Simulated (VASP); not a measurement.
# Zr (Im-3m) in VASP: single point with PBE

Aim: the single point of Zr with PBE.

Program: VASP 6.6.1. These are calculated values, not measurements. Logs are shortened: lines on timing, memory, paths and dates and some standing lists are left out, and cuts for length are marked.

## 1. The cell of the first run

It takes space group Im-3m (No. 229, cubic). Conventional cell: a = 3.620 Å, b = 3.620 Å, c = 3.620 Å, α = 90.00°, β = 90.00°, γ = 90.00°. Zr (site symmetry m-3m) has 14 Zr at 3.14 to 3.62 Å within 4.1 Å.

## 2. Single point, PBE

File INCAR:

```
SYSTEM = Zr
ALGO = Normal
EDIFF = 1E-6
ENCUT = 500
GGA = PE
GGA_COMPAT = .False.
ISIF = 2
ISMEAR = 1
LASPH = .True.
LCHARG = .False.
LREAL = .False.
LWAVE = .False.
NBANDS = 12
NELM = 120
PREC = Accurate
SIGMA = 0.1
```

File KPOINTS:

```
k-points
0
Gamma
  9 9 9
  0 0 0
```

File POSCAR:

```
Zr
1.0
   -1.8100000000      1.8100000000      1.8100000000
    1.8100000000     -1.8100000000      1.8100000000
    1.8100000000      1.8100000000     -1.8100000000
Zr
1
Direct
    0.0000000000      0.0000000000      0.0000000000
```

Potentials or basis: VASP PAW PBE potentials, release 64 (Zr_sv).

Started as:

```sh
$ cat potpaw_PBE.64/Zr_sv/POTCAR > POTCAR
$ mpirun -np 1 vasp_std > vasp.out
```

OUTCAR:

```text
SYSTEM = Zr
   EDIFF = 1E-6
   ENCUT = 500
   GGA = PE
   ISIF = 2
   ISMEAR = 1
   LASPH = .True.
   LREAL = .False.
   NELM = 120
   PREC = Accurate

 ion  position               nearest neighbor table
   1  0.000  0.000  0.000-

  LATTYP: Found a body centered cubic cell.
 ALAT       =     3.6200000000

  Lattice vectors:

 A1 = (  -1.8100000000,   1.8100000000,   1.8100000000)
 A2 = (   1.8100000000,  -1.8100000000,   1.8100000000)
 A3 = (   1.8100000000,   1.8100000000,  -1.8100000000)

Analysis of symmetry for initial positions (statically):
=====================================================================
 Subroutine PRICEL returns:
 Original cell was already a primitive cell.

 Routine SETGRP: Setting up the symmetry group for a
 body centered cubic supercell.

 Subroutine GETGRP returns: Found 48 space group operations
 (whereof 48 operations were pure point group operations)
 out of a pool of 48 trial point group operations.

The static configuration has the point symmetry O_h .

Analysis of symmetry for dynamics (positions and initial velocities):
=====================================================================
 Subroutine PRICEL returns:
 Original cell was already a primitive cell.

 Routine SETGRP: Setting up the symmetry group for a
 body centered cubic supercell.

 Subroutine GETGRP returns: Found 48 space group operations
 (whereof 48 operations were pure point group operations)
 out of a pool of 48 trial point group operations.

The dynamic configuration has the point symmetry O_h .

 Subroutine INISYM returns: Found 48 space group operations
 (whereof 48 operations are pure point group operations),
 and found     1 'primitive' translations

----------------------------------------------------------------------------------------

                                     Primitive cell

  volume of cell :      23.7190

  direct lattice vectors                    reciprocal lattice vectors
    -1.810000000  1.810000000  1.810000000     0.000000000  0.276243094  0.276243094
     1.810000000 -1.810000000  1.810000000     0.276243094  0.000000000  0.276243094
     1.810000000  1.810000000 -1.810000000     0.276243094  0.276243094  0.000000000

  length of vectors
     3.135011962  3.135011962  3.135011962     0.390666730  0.390666730  0.390666730

  position of ions in fractional coordinates (direct lattice)
     0.000000000  0.000000000  0.000000000

  ion indices of the primitive-cell ions
   primitive index   ion index
                 1           1

----------------------------------------------------------------------------------------

 KPOINTS: k-points

Automatic generation of k-mesh.
 Grid dimensions read from file:
 generate k-points for:    9    9    9

 Generating k-lattice:

  Cartesian coordinates                     Fractional coordinates (reciprocal lattice)
     0.000000000  0.030693677  0.030693677     0.111111111  0.000000000  0.000000000
     0.030693677  0.000000000  0.030693677     0.000000000  0.111111111  0.000000000
     0.030693677  0.030693677  0.000000000     0.000000000  0.000000000  0.111111111

  Length of vectors
     0.043407414  0.043407414  0.043407414

  Shift w.r.t. Gamma in fractional coordinates (k-lattice)
     0.000000000  0.000000000  0.000000000

 Subroutine IBZKPT returns following result:
 ===========================================

 Found     35 irreducible k-points:

 Following reciprocal coordinates:
            Coordinates               Weight
  0.000000  0.000000  0.000000      1.000000
  0.111111  0.000000  0.000000     12.000000
  0.222222  0.000000  0.000000     12.000000
  0.333333  0.000000  0.000000     12.000000
  0.444444  0.000000  0.000000     12.000000
  0.111111  0.111111  0.000000     24.000000
[... 16 lines left out ...]
 -0.333333  0.444444  0.111111     48.000000
 -0.444444 -0.444444  0.111111     24.000000
 [... further k-points ...]
   k-points           NKPTS =     35   k-points in BZ     NKDIM =     35   number of bands    NBANDS=     12
   number of dos      NEDOS =    301   number of ions     NIONS =      1
   total plane-waves  NPLWV =  13824
   dimension x,y,z NGX =    24 NGY =   24 NGZ =   24
   dimension x,y,z NGXF=    48 NGYF=   48 NGZF=   48
   ions per type =               1
   NGX,Y,Z   is equivalent  to a cutoff of  12.73, 12.73, 12.73 a.u.
   NGXF,Y,Z  is equivalent  to a cutoff of  25.45, 25.45, 25.45 a.u.
 SYSTEM =  Zr
   PREC   = accura    normal or accurate (medium, high low for compatibility)
   ISTART =      0    job   : 0-new  1-cont  2-samecut
   ICHARG =      2    charge: 1-file 2-atom 10-const
   ISPIN  =      1    spin polarized calculation?
   LNONCOLLINEAR =      F non collinear calculations
   LSORBIT =      F    spin-orbit coupling
   LASPH  =      T    aspherical Exc in radial PAW
   ENCUT  =  500.0 eV  36.75 Ry    6.06 a.u.   5.72  5.72  5.72*2*pi/ulx,y,z
   NELM   =    120;   NELMIN=  2; NELMDL= -5     # of ELM steps
   EDIFF  = 0.1E-05   stopping-criterion for ELM
   LREAL  =      F    real-space projection
   EDIFFG = 0.1E-04   stopping-criterion for IOM
   NSW    =      0    number of steps for IOM
   IBRION =     -1    ionic relax: 0-MD 1-quasi-New 2-CG
   NFREE  =      0    steps in history (QN), initial steepest desc. (CG)
   ISIF   =      2    stress and relaxation
   ISYM   =      2    0-nonsym 1-usesym 2-fastsym
   POTIM  = 0.5000    time-step for ionic-motion
   TEBEG  =    0.0;   TEEND  =   0.0 temperature during run
   PSTRESS=    0.0 pullay stress
   NELECT =      12.0000    total number of electrons
   NUPDOWN=      -1.0000    fix difference up-down
   EMIN   =  10.00;   EMAX   =-10.00  energy-range for DOS
   EFERMI =   0.00;   METHOD = LEGACY
   ISMEAR =     1;   SIGMA  =   0.10  broadening in eV -4-tet -1-fermi 0-gaus
   EFERMI_NEDOS =   21; number of points for ismear=-14 and -15
   IALGO  =     38    algorithm
   IMIX   =      4    mixing-type and parameters
     AMIX     =   0.40;   BMIX     =  1.00
     AMIX_MAG =   1.60;   BMIX_MAG =  1.00
  volume/ion in A,a.u.               =      23.72       160.06
  Fermi-wavevector in a.u.,A,eV,Ry     =   1.304478  2.465105 23.152520  1.701662
  Thomas-Fermi vector in A             =   2.435411
   LORBIT       =      0    0 simple, 1 ext, 2 COOP (PROOUT), +10 PAW based schemes
   GGA     = PE    functional components
   LHFCALC =     F    Hartree Fock is set to
   AEXX    =    0.0000 exact exchange contribution
   IVDW    =     0    specifies the selected vdW correction
   LEPSILON=     F    determine dielectric tensor
   LRPA    =     F    only Hartree local field effects (RPA)
 non-spin polarized calculation
 Methfessel and Paxton  Order N= 1 SIGMA  =   0.10
  energy-cutoff  :      500.00
  volume of cell :       23.72
 maximum number of plane-waves:       619
   NGX = 11   NGY = 11   NGZ = 11

 number of electron      12.0000000 magnetization

 Free energy of the ion-electron system (eV)
  ---------------------------------------------------
  ext. energy  EPLUGINS =         0.00000000
  ---------------------------------------------------
  free energy    TOTEN  =        -8.42456682 eV

  energy without entropy =       -8.42452401  energy(sigma->0) =       -8.42455255

 E-fermi :   8.4944     XC(G=0): -10.9899

 val. band max:        8.4717728722   @ k =  -0.4444  -0.4444   0.1111
 cond. band min:       8.5143769254   @ k =   0.2222   0.2222   0.0000
 fundamental gap:      0.0426040532
 Fermi energy:         8.4943572942

 k-point     1 :       0.0000    0.0000    0.0000
  band No.  band energies     occupation
      1     -40.0091      2.00000
      2     -17.5488      2.00000
      3     -17.5488      2.00000
      4     -17.5488      2.00000
      5       3.1719      2.00000
      6       9.6292     -0.00000
      7       9.6292     -0.00000
      8       9.6292     -0.00000
      9      12.0488      0.00000
     10      12.0488      0.00000
     11      20.8343      0.00000
     12      20.8343      0.00000

 k-point     2 :       0.1111    0.0000    0.0000
  band No.  band energies     occupation
      1     -39.9929      2.00000
      2     -17.6618      2.00000
      3     -17.5836      2.00000
      4     -17.5495      2.00000
      5       3.5750      2.00000
      6       9.3695     -0.00000
      7       9.5181     -0.00000
      8      10.0231     -0.00000
      9      11.7089      0.00000
     10      12.0514      0.00000
     11      21.1460      0.00000
     12      21.5618      0.00000

 k-point     3 :       0.2222    0.0000    0.0000
  band No.  band energies     occupation
      1     -39.9518      2.00000
      2     -17.9394      2.00000
      3     -17.6705      2.00000
      4     -17.5515      2.00000
      5       4.6010      2.00000
      6       8.7952     -0.00018
      7       9.0551     -0.00000
      8      11.1506      0.00000
      9      11.5568      0.00000
     10      12.1298      0.00000
     11      21.1319      0.00000
     12      22.3445      0.00000

 k-point     4 :       0.3333    0.0000    0.0000
  band No.  band energies     occupation
      1     -39.9045      2.00000
      2     -18.2416      2.00000
      3     -17.7674      2.00000
      4     -17.5538      2.00000
      5       5.5633      2.00000
      6       8.2443      2.00231
      7       8.9617     -0.00000
      8      11.8714      0.00000
      9      12.3641      0.00000
     10      12.8107      0.00000
     11      19.7669      0.00000
     12      20.5152      0.00000

 k-point     5 :       0.4444    0.0000    0.0000
  band No.  band energies     occupation
      1     -39.8733      2.00000
      2     -18.4320      2.00000
      3     -17.8296      2.00000
      4     -17.5553      2.00000
      5       5.7861      2.00000
      6       7.9263      2.00000
      7       9.8059     -0.00000
      8      12.0430      0.00000
      9      12.6367      0.00000
     10      14.3935      0.00000
     11      18.6151      0.00000
     12      18.7932      0.00000
[... 228 lines left out ...]
      1     -39.8961      2.00000
      2     -18.1222      2.00000
      3     -17.8160      2.00000
      4     -17.6870      2.00000
      5       5.9430      2.00000
      6       8.3667      2.07015
      7       9.1380     -0.00000
      8      10.4756     -0.00000
      9      12.1296      0.00000
     10      12.9827      0.00000
     11      20.3147      0.00000
     12      22.6716      0.00000

 k-point    22 :      -0.4444    0.4444    0.1111
  band No.  band energies     occupation
      1     -39.8616      2.00000
      2     -18.4012      2.00000
      3     -17.8703      2.00000
      4     -17.6320      2.00000
      5       6.1251      2.00000
      6       8.3319      2.04385
      7       8.9992     -0.00000
      8      11.2738      0.00000
      9      13.4061      0.00000
     10      14.3010      0.00000
     11      18.6229      0.00000
     12      19.9807      0.00000

 k-point    23 :      -0.3333    0.4444    0.1111
  band No.  band energies     occupation
      1     -39.8594      2.00000
      2     -18.2952      2.00000
      3     -17.9308      2.00000
      4     -17.6931      2.00000
      5       6.6092      2.00000
      6       7.9994      2.00000
      7       8.8668     -0.00000
      8      11.0214      0.00000
      9      12.8289      0.00000
     10      14.3131      0.00000
     11      19.0386      0.00000
     12      21.1882      0.00000

 k-point    24 :      -0.4444   -0.4444    0.1111
  band No.  band energies     occupation
      1     -39.8449      2.00000
      2     -18.3634      2.00000
      3     -17.9773      2.00000
      4     -17.6926      2.00000
      5       6.6375      2.00000
      6       8.4006      2.03471
      7       8.4718      1.37165
      8      11.0978      0.00000
      9      13.4209      0.00000
     10      15.5650      0.00000
     11      17.8264      0.00000
     12      20.1605      0.00000

 [... further k-points ...]

------------------------ aborting loop because EDIFF is reached ----------------------------------------

  FORCE on cell =-STRESS in cart. coord.  units (eV):
  Direction    XX          YY          ZZ          XY          YZ          ZX
  --------------------------------------------------------------------------------------
  -------------------------------------------------------------------------------------
  Total       -0.5514897     -0.5514897     -0.5514897      0.0000000     -0.0000000      0.0000000
  in kB      -37.2522272    -37.2522272    -37.2522272      0.0000000     -0.0000000      0.0000000
  external PRESSURE =     -37.2522272 kB  Pullay stress =       0.0000000 kB

 VOLUME and BASIS-vectors are now :
 -----------------------------------------------------------------------------
  energy-cutoff  :      500.00
  volume of cell :       23.72
      direct lattice vectors                 reciprocal lattice vectors
    -1.810000000  1.810000000  1.810000000     0.000000000  0.276243094  0.276243094
     1.810000000 -1.810000000  1.810000000     0.276243094  0.000000000  0.276243094
     1.810000000  1.810000000 -1.810000000     0.276243094  0.276243094  0.000000000

 POSITION                                       TOTAL-FORCE (eV/Angst)
 -----------------------------------------------------------------------------------
      0.00000      0.00000      0.00000         0.000000      0.000000     -0.000000
 -----------------------------------------------------------------------------------
    total drift:                                0.000000     -0.000000     -0.000000

  FREE ENERGIE OF THE ION-ELECTRON SYSTEM (eV)
  ---------------------------------------------------
  free  energy   TOTEN  =        -8.4245668235 eV

  energy  without entropy=       -8.4245240112  energy(sigma->0) =       -8.42455255
```

Wall time 14 s (1 thread of Intel Xeon 8259CL, shared host); peak memory 0.14 GiB.

Results:

- Free energy: -8.4246 eV
- Pressure: -3.7 GPa
- Band gap on the k mesh: zero (band 6 reaches 9.63 eV, above the bottom of band 7 at 8.09 eV)

Levels at points of the mesh, in eV from the Fermi level:
| k point | band 3 | band 4 | band 5 | band 6 | band 7 | band 8 | band 9 | band 10 |
| --- | --- | --- | --- | --- | --- | --- | --- | --- |
| (0.00, 0.00, 0.00) | -26.04 | -26.04 | -5.32 | 1.13 | 1.13 | 1.13 | 3.55 | 3.55 |
